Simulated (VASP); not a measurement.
# Li (P6_3/mmc) in VASP: further runs

Li is run at these levels: LDA; tasks: single point, relaxation of cell and atoms.

Everything below comes from runs of VASP 6.6.1. Logs are shortened: lines on timing, memory, paths and dates and some standing lists are left out, and cuts for length are marked.

### Step 1. The cell of the first run

Symmetry: P6_3/mmc, No. 194, hexagonal system. Conventional cell: a = 2.645 Å, b = 2.645 Å, c = 4.359 Å, α = 90.00°, β = 90.00°, γ = 120.00°. Li (site symmetry -6m2) has 12 Li at 2.64 to 2.66 Å within 3.5 Å.

This isn't the form of Li at room conditions, which is bcc.

### Step 2. Single point, LDA

Input file INCAR:

```
SYSTEM = Li
PREC     = Accurate       ! precision mode
ENCUT    = 520            ! plane-wave cutoff, eV
EDIFF    = 1E-7           ! SCF threshold, eV
ISMEAR   = -1             ! smearing method
SIGMA    = 0.05           ! smearing width, eV
LREAL    = .False.        ! projectors in reciprocal space
LASPH    = .True.         ! aspherical terms in the spheres
NELM     = 100            ! most SCF steps
ALGO     = Normal         ! electronic algorithm
ISIF     = 2              ! what is computed and relaxed
LWAVE    = .False.        ! write WAVECAR
LCHARG   = .False.        ! write CHGCAR
GGA      = CA             ! functional
NBANDS   = 10             ! bands
```

Input file KPOINTS:

```
Automatic mesh
0
Gamma
  18 18 10
  0 0 0
```

Input file POSCAR:

```
Li
1.0
    2.6445899015      0.0000000000      0.0000000000
   -1.3222949507      2.2902820373      0.0000000000
    0.0000000000      0.0000000000      4.3589463738
Li
2
Direct
    0.3333333333      0.6666666667      0.2500000000
    0.6666666667      0.3333333333      0.7500000000
```

Potentials or basis: VASP PAW LDA potentials, release 64 (Li_sv).

Run with:

```console
> cat potpaw_LDA.64/Li_sv/POTCAR > POTCAR
> mpirun -np 1 vasp_std > vasp.out
```

OUTCAR:

```text
SYSTEM = Li
   PREC = Accurate
   ENCUT = 520
   EDIFF = 1E-7
   ISMEAR = -1
   LREAL = .False.
   LASPH = .True.
   NELM = 100
   ISIF = 2
   GGA = CA

 ion  position               nearest neighbor table
   1  0.333  0.667  0.250-
   2  0.667  0.333  0.750-

  LATTYP: Found a hexagonal cell.
 ALAT       =     2.6445899015
 C/A-ratio  =     1.6482504041

  Lattice vectors:

 A1 = (   2.6445899015,   0.0000000000,   0.0000000000)
 A2 = (  -1.3222949507,   2.2902820373,   0.0000000000)
 A3 = (   0.0000000000,   0.0000000000,   4.3589463738)

Analysis of symmetry for initial positions (statically):
=====================================================================
 Subroutine PRICEL returns:
 Original cell was already a primitive cell.

 Routine SETGRP: Setting up the symmetry group for a
 hexagonal supercell.

 Subroutine GETGRP returns: Found 24 space group operations
 (whereof 12 operations were pure point group operations)
 out of a pool of 24 trial point group operations.

The static configuration has the point symmetry D_3d.
 The point group associated with its full space group is D_6h.

Analysis of symmetry for dynamics (positions and initial velocities):
=====================================================================
 Subroutine PRICEL returns:
 Original cell was already a primitive cell.

 Routine SETGRP: Setting up the symmetry group for a
 hexagonal supercell.

 Subroutine GETGRP returns: Found 24 space group operations
 (whereof 12 operations were pure point group operations)
 out of a pool of 24 trial point group operations.

The dynamic configuration has the point symmetry D_3d.
 The point group associated with its full space group is D_6h.

 Subroutine INISYM returns: Found 24 space group operations
 (whereof 12 operations are pure point group operations),
 and found     1 'primitive' translations

----------------------------------------------------------------------------------------

                                     Primitive cell

  volume of cell :      26.4015

  direct lattice vectors                    reciprocal lattice vectors
     2.644589901  0.000000000  0.000000000     0.378130462  0.218313724  0.000000000
    -1.322294951  2.290282037  0.000000000     0.000000000  0.436627447  0.000000000
     0.000000000  0.000000000  4.358946374     0.000000000  0.000000000  0.229413238

  length of vectors
     2.644589901  2.644589901  4.358946374     0.436627447  0.436627447  0.229413238
[... 87 lines left out ...]
   ISIF   =      2    stress and relaxation
   ISYM   =      2    0-nonsym 1-usesym 2-fastsym
   POTIM  = 0.5000    time-step for ionic-motion
   TEBEG  =    0.0;   TEEND  =   0.0 temperature during run
   PSTRESS=    0.0 pullay stress
   NELECT =       6.0000    total number of electrons
   NUPDOWN=      -1.0000    fix difference up-down
   EMIN   =  10.00;   EMAX   =-10.00  energy-range for DOS
   EFERMI =   0.00;   METHOD = LEGACY
   ISMEAR =    -1;   SIGMA  =   0.05  broadening in eV -4-tet -1-fermi 0-gaus
   EFERMI_NEDOS =   21; number of points for ismear=-14 and -15
   IALGO  =     38    algorithm
   IMIX   =      4    mixing-type and parameters
     AMIX     =   0.40;   BMIX     =  1.00
     AMIX_MAG =   1.60;   BMIX_MAG =  1.00
  volume/ion in A,a.u.               =      13.20        89.08
  Fermi-wavevector in a.u.,A,eV,Ry     =   0.999039  1.887909 13.579680  0.998078
  Thomas-Fermi vector in A             =   2.131302
   LORBIT       =      0    0 simple, 1 ext, 2 COOP (PROOUT), +10 PAW based schemes
   GGA     = CA    functional components
   LHFCALC =     F    Hartree Fock is set to
   AEXX    =    0.0000 exact exchange contribution
   IVDW    =     0    specifies the selected vdW correction
   LEPSILON=     F    determine dielectric tensor
   LRPA    =     F    only Hartree local field effects (RPA)
 non-spin polarized calculation
  energy-cutoff  :      520.00
  volume of cell :       26.40
 maximum number of plane-waves:       756
 NGX is ok and might be reduce to    20
   NGX =  9   NGY =  9   NGZ = 17

 number of electron       5.9999997 magnetization

 Free energy of the ion-electron system (eV)
  ---------------------------------------------------
  ext. energy  EPLUGINS =         0.00000000
  ---------------------------------------------------
  free energy    TOTEN  =        -3.81942063 eV

  energy without entropy =       -3.81246076  energy(sigma->0) =       -3.81594069

 E-fermi :   2.0573     XC(G=0):  -8.3211

 val. band max:        2.0541178468   @ k =   0.2222   0.2222   0.5000
 cond. band min:       2.0679766682   @ k =   0.1111  -0.0000   0.0000
 fundamental gap:      0.0138588214
 Fermi energy:         2.0573068596

 k-point     1 :       0.0000    0.0000    0.0000
  band No.  band energies     occupation
      1     -42.9638      2.00000
      2     -42.8680      2.00000
      3      -1.8460      2.00000
      4       1.7202      1.99764
      5       6.7074      0.00000
      6      18.7094      0.00000
      7      18.7094      0.00000
      8      20.5326      0.00000
      9      20.5326      0.00000
     10      21.0869      0.00000
[... 287 lines left out ...]
 k-point    24 :       0.3889    0.1111    0.0000
  band No.  band energies     occupation
      1     -42.8645      2.00000
      2     -42.8344      2.00000
      3       1.6624      1.99926
      4       4.3573      0.00000
      5       7.4170      0.00000
      6       9.7466      0.00000
      7      10.8295      0.00000
      8      11.0344      0.00000
      9      15.8392      0.00000
     10      18.4930      0.00000

 [... further k-points ...]

------------------------ aborting loop because EDIFF is reached ----------------------------------------

  FORCE on cell =-STRESS in cart. coord.  units (eV):
  Direction    XX          YY          ZZ          XY          YZ          ZX
  --------------------------------------------------------------------------------------
  -------------------------------------------------------------------------------------
  Total        1.6211542      1.6211542      1.6285409      0.0000000      0.0000000      0.0000000
  in kB       98.3798310     98.3798310     98.8280956      0.0000000      0.0000000      0.0000000
  external PRESSURE =      98.5292525 kB  Pullay stress =       0.0000000 kB

 VOLUME and BASIS-vectors are now :
 -----------------------------------------------------------------------------
  energy-cutoff  :      520.00
  volume of cell :       26.40
      direct lattice vectors                 reciprocal lattice vectors
     2.644589901  0.000000000  0.000000000     0.378130462  0.218313724  0.000000000
    -1.322294951  2.290282037  0.000000000     0.000000000  0.436627447  0.000000000
     0.000000000  0.000000000  4.358946374     0.000000000  0.000000000  0.229413238

 POSITION                                       TOTAL-FORCE (eV/Angst)
 -----------------------------------------------------------------------------------
     -0.00000      1.52685      1.08974        -0.000000     -0.000000      0.000000
      1.32229      0.76343      3.26921         0.000000      0.000000      0.000000
 -----------------------------------------------------------------------------------
    total drift:                               -0.000000      0.000000      0.000000

  FREE ENERGIE OF THE ION-ELECTRON SYSTEM (eV)
  ---------------------------------------------------
  free  energy   TOTEN  =        -3.8194206256 eV

  energy  without entropy=       -3.8124607566  energy(sigma->0) =       -3.81594069
```

OSZICAR:

```text
N       E                     dE             d eps       ncg     rms          rms(c)
DAV:   1     0.193419080247E+02    0.19342E+02   -0.32384E+03  4448   0.599E+02
DAV:   2    -0.185532665407E+01   -0.21197E+02   -0.20175E+02  5900   0.112E+02
DAV:   3    -0.376305425698E+01   -0.19077E+01   -0.18869E+01  6704   0.308E+01
DAV:   4    -0.381125043981E+01   -0.48196E-01   -0.47943E-01  5878   0.386E+00
DAV:   5    -0.381148263210E+01   -0.23219E-03   -0.23216E-03  5804   0.286E-01    0.668E-01
DAV:   6    -0.381590950856E+01   -0.44269E-02   -0.18062E-03  6842   0.220E-01    0.428E-01
DAV:   7    -0.381943503155E+01   -0.35255E-02   -0.52187E-03  7012   0.345E-01    0.544E-02
DAV:   8    -0.381941497013E+01    0.20061E-04   -0.99325E-05  5938   0.925E-02    0.501E-03
DAV:   9    -0.381942056209E+01   -0.55920E-05   -0.30667E-05  5542   0.447E-02    0.441E-03
DAV:  10    -0.381942062564E+01   -0.63545E-07   -0.27839E-07  5302   0.448E-03
   1 F= -.38194206E+01 E0= -.38159407E+01  d E =-.695987E-02
```

stdout:

```text
POSCAR found type information on POSCAR Li
 POSCAR found :  1 types and       2 ions
 scaLAPACK will be used
 LDA part: xc-table for (Slater(with rela. corr.)+CA(PZ))
 , standard interpolation
 POSCAR, INCAR and KPOINTS ok, starting setup
 FFT: planning ... GRIDC
 FFT: planning ... GRID_SOFT
 FFT: planning ... GRID
 WAVECAR not read
 entering main loop
```

Wall time 20 s (1 thread of AMD EPYC 7R13 (Zen 3), shared host); peak memory 0.12 GiB.

What came out:

```
Free energy            : -3.8194 eV
Band gap on the k mesh : zero (bands 3 and 4 overlap by 5.45 eV)
```

Caveat: the cutoff is under 1.25 times the usual one of these potentials, so pressure, stress and relaxed cells hold a basis-set (Pulay) error.

### Step 3. Relaxation of cell and atoms, LDA, target pressure 10 GPa, at which the enthalpy is minimised

This run uses another cell than the first one, of 18.98 Å³/atom.

Input file INCAR:

```
SYSTEM = Li
PREC     = Accurate       ! precision mode
ENCUT    = 600            ! plane-wave cutoff, eV
EDIFF    = 1E-7           ! SCF threshold, eV
ISMEAR   = -1             ! smearing method
SIGMA    = 0.05           ! smearing width, eV
LREAL    = .False.        ! projectors in reciprocal space
LASPH    = .True.         ! aspherical terms in the spheres
NELM     = 80             ! most SCF steps
ALGO     = Normal         ! electronic algorithm
ISIF     = 3              ! what is computed and relaxed
LWAVE    = .False.        ! write WAVECAR
LCHARG   = .False.        ! write CHGCAR
IBRION   = 2              ! ionic algorithm
NSW      = 100            ! ionic steps
EDIFFG   = -0.002         ! ionic threshold
PSTRESS  = 100.0
```

Input file KPOINTS:

```
regular mesh
0
Gamma
  18 18 10
  0 0 0
```

Input file POSCAR:

```
Li
1.0
    2.9886747726      0.0000000000      0.0000000000
   -1.4943373863      2.5882682767      0.0000000000
    0.0000000000      0.0000000000      4.9063737717
Li
2
Direct
    0.3333333333      0.6666666667      0.2500000000
    0.6666666667      0.3333333333      0.7500000000
```

Potentials or basis: VASP PAW LDA potentials, release 64 (Li_sv).

Run with:

```console
> cat potpaw_LDA.64/Li_sv/POTCAR > POTCAR
> mpirun -np 1 vasp_std > vasp.out
```

Wall time 2.9 min (1 thread of AMD EPYC 7R13 (Zen 3), shared host); peak memory 0.15 GiB.

Results (log left out):

| Item | Value |
| --- | --- |
| Free energy | -3.8305 eV |
| Relaxed volume | 13.13 Å³/atom |
| Relaxed cell | a = 2.640 Å, b = 2.640 Å, c = 4.351 Å, α = 90.00°, β = 90.00°, γ = 120.00° |
| Space group after relaxing (to 0.1 Å) | P6_3/mmc (No. 194) |
| Energy change on relaxing (the run minimises the enthalpy) | +133.1 meV/atom |
| Ionic steps | 10 |
| Pressure after relaxing | 10.0 GPa |
| Band gap on the k mesh | zero (bands 3 and 4 overlap by 5.48 eV) |

The path:
| step | energy change (eV) | largest force (eV/Å) | pressure (GPa) | volume (Å³) |
| --- | --- | --- | --- | --- |
| 1 | 0.0000 | 0.0000 | -0.15 | 37.95 |
| 2 | 0.0529 | 0.0000 | 3.33 | 31.73 |
| 3 | 0.1916 | 0.0000 | 7.86 | 27.60 |
| 4 | 0.2757 | 0.0000 | 10.26 | 26.10 |
| 5 | 0.2626 | 0.0000 | 9.90 | 26.31 |
| 6 | 0.2626 | 0.0000 | 9.90 | 26.31 |
| 7 | 0.2626 | 0.0000 | 9.90 | 26.31 |
| 8 | 0.2651 | 0.0000 | 9.97 | 26.27 |
| 9 | 0.2663 | 0.0000 | 10.00 | 26.25 |
| 10 | 0.2663 | 0.0000 | 10.00 | 26.25 |

Final structure:
```cif
data_structure
_symmetry_space_group_name_H-M 'P 1'
_symmetry_Int_Tables_number 1
_cell_length_a 2.6396
_cell_length_b 2.6396
_cell_length_c 4.3507
_cell_angle_alpha 90.000
_cell_angle_beta 90.000
_cell_angle_gamma 120.000
_cell_volume 26.25
loop_
_atom_site_label
_atom_site_type_symbol
_atom_site_fract_x
_atom_site_fract_y
_atom_site_fract_z
_atom_site_occupancy
Li1 Li 0.33333 0.66667 0.25000 1
Li2 Li 0.66667 0.33333 0.75000 1
```

Levels at points of the mesh, in eV from the Fermi level:
| k point | band 1 | band 2 | band 3 | band 4 | band 5 | band 6 |
| --- | --- | --- | --- | --- | --- | --- |
| (0.00, 0.00, 0.00) | -45.00 | -44.91 | -3.92 | -0.34 | 4.66 | 16.72 |
| (0.50, 0.00, 0.00) | -44.90 | -44.87 | -0.23 | 1.65 | 6.03 | 7.50 |
| (0.00, 0.00, 0.50) | -44.96 | -44.96 | -2.74 | -2.74 | 10.60 | 10.60 |
| (0.50, 0.00, 0.50) | -44.89 | -44.89 | 0.69 | 0.69 | 5.25 | 5.25 |

Caveat: the cutoff is under 1.25 times the usual one of these potentials, so pressure, stress and relaxed cells hold a basis-set (Pulay) error; the cell is relaxed towards a set pressure, so the run minimises the enthalpy, not the energy; the volume moved by over 15 % at a fixed basis, so the end points are rough. Zero-point motion and thermal expansion aren't in these numbers.
